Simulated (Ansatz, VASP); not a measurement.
WS2 in VASP and in Ansatz

```
W S
1.0
     1.59741    0.92227    6.46602
    -1.59741    0.92227    6.46602
     0.00000   -1.84453    6.46602
W S
1 2
Direct
  0.99933 0.99933 0.99933
  0.74796 0.74796 0.74796
  0.58401 0.58401 0.58401
```

Change from the starting cell: strain +0.015 along x and y, +0.015 along z, atoms carried along.

Alike in both runs: task single point; functional PBEsol; k mesh 12 × 12 × 12; occupations gaussian, width 0.05 eV; no spin polarisation.

```csv
,VASP,Ansatz
version,VASP 6.6.1,Ansatz 0.2.0
potentials or method,"VASP PAW PBE potentials, release 64 (W_sv, S), cutoff 520 eV","scalar-relativistic, plane waves, PAW"
valence electrons in the cell,26,26
```

|  | VASP | Ansatz | Ansatz less VASP |
| --- | --- | --- | --- |
| gap on the k mesh at the Fermi level (eV) | 1.18 | 1.17 | -0.014 |
| least direct gap on the mesh (eV) | 1.82 | 1.82 | -0.004 |
| pressure (GPa) | -6.6 | -6.7 | -0.09 |
| traceless stress, the component that is largest in VASP (GPa) | -0.31 | -0.34 | -0.022 |
| rms of the force components (eV/Å) | 0.350 | 0.359 | +0.0090 |

VASP's potentials were made for PBE, not for PBEsol. Atom by atom the forces differ by 0.009 eV/Å (rms over components).

Spin-orbit coupling is off throughout.
